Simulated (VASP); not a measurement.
# TiAl: single point with LDA

The system is TiAl.

```xyz
2
Lattice="3.0180 0.0000 0.0000 0.0000 3.0180 0.0000 0.0000 0.0000 3.0180" Properties=species:S:1:pos:R:3 pbc="T T T"
Ti    1.6150    1.5988    1.6571
Al    2.9508    0.0579    2.9108
```

```yaml
Program: VASP 6.6.1
Task: single point
Functional: LDA
Potentials_or_basis: VASP PAW LDA potentials, release 64 (Ti_sv, Al)
Cutoff: 520 eV
k_mesh: 7 × 7 × 7
Occupations: fermi-dirac, width 0.01 eV
Spin: no spin polarisation
Dipole_correction: no
Further_INCAR_settings: ALGO = Normal; EDIFF = 1e-06; NBANDS = 14
```

```json
{"Pressure": "21.6 GPa", "Largest force": "3.141 eV/Å"}
```

Forces on the atoms (eV/Å):
```
Ti  -1.829 -0.357 -2.529
Al   1.829  0.357  2.529
```

Stress tensor (GPa, compression positive):
```
21.56  0.80  5.56
 0.80 24.28  1.10
 5.56  1.10 19.10
```

Levels at points of the mesh, in eV from the Fermi level:
| k point | band 5 | band 6 | band 7 | band 8 | band 9 | band 10 |
| --- | --- | --- | --- | --- | --- | --- |
| (0.00, 0.00, 0.00) | -9.76 | -1.89 | -1.84 | 1.95 | 2.14 | 2.20 |

It took 44 s on 1 thread of AMD EPYC 7R43 64-Core Processor (Zen 3), with other jobs on the host, peak memory 0.14 GiB.

Caveat: forces of over 1 eV/Å act on the atoms, so gaps and moduli don't describe the material at rest.
